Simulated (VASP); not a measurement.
# PtS2: single point with PBEsol

PtS2:

```
Pt S
1.0
     3.54320    0.00000    0.00000
    -1.77160    3.06850    0.00000
     0.00000    0.00000    5.03880
Pt S
1 2
Cartesian
  0.0000 0.0000 0.0000
  -0.1000 2.2457 1.2597
  1.7716 1.0228 3.7791
```

This cell differs from its parent crystal: atom 2 (S) moved by (-0.100, +0.200) A along x and y.

- Program: VASP 6.6.1
- Task: single point
- Functional: PBEsol
- Potentials or basis: VASP PAW PBE potentials, release 64 (Pt, S)
- Cutoff: 520 eV
- k mesh: 12 × 12 × 8
- Occupations: gaussian, width 0.05 eV
- Spin: no spin polarisation

```json
{
 "Pressure": "-1.2 GPa",
 "Largest force": "1.893 eV/Å",
 "Band gap on the k mesh": "0.32 eV (least direct gap 0.45 eV)"
}
```

Forces in eV/Å, atoms in the order of the input:
```
Pt  -1.083  1.390 -0.428
S    1.175 -1.482 -0.085
S   -0.092  0.091  0.512
```

Stress tensor (GPa, compression positive):
```
 2.14 -2.10  4.30
-2.10 -3.04 -5.13
 4.30 -5.13 -2.59
```

Levels at points of the mesh, in eV from the valence-band top:
```tsv
k point	band 8	band 9	band 10	band 11	band 12	band 13	band 14	band 15
(0.00, 0.00, 0.00)	-2.31	-1.24	-0.71	-0.01	1.46	2.11	4.46	5.15
(0.50, 0.00, 0.00)	-3.27	-3.11	-2.96	-2.36	1.28	2.20	5.39	6.22
(0.00, 0.50, 0.00)	-3.25	-3.03	-2.82	-2.42	0.90	2.65	5.57	6.41
(0.50, 0.50, 0.00)	-3.32	-3.16	-3.00	-2.44	1.59	2.17	5.07	6.12
(0.00, 0.00, 0.50)	-2.87	-1.49	-1.29	-1.09	2.17	2.59	5.45	6.86
(0.50, 0.00, 0.50)	-3.21	-2.86	-2.32	-1.37	1.14	2.15	4.90	5.13
(0.00, 0.50, 0.50)	-3.08	-2.71	-2.51	-1.18	1.56	2.16	4.54	4.88
(0.50, 0.50, 0.50)	-3.21	-2.93	-2.45	-1.66	1.13	2.06	5.25	5.37
```

Run time: 2.9 min on 1 thread of Intel(R) Xeon(R) 6975P-C (Granite Rapids) (shared host), peak memory 0.61 GiB.

Caveat: the cell differs from its parent crystal (atom 2 (S) moved by (-0.100, +0.200) A along x and y); the PAW data sets were made with another functional, which shifts forces and pressure a little; spin-orbit coupling is left out, which moves the levels of the heavy elements. A k mesh can miss the band edges.
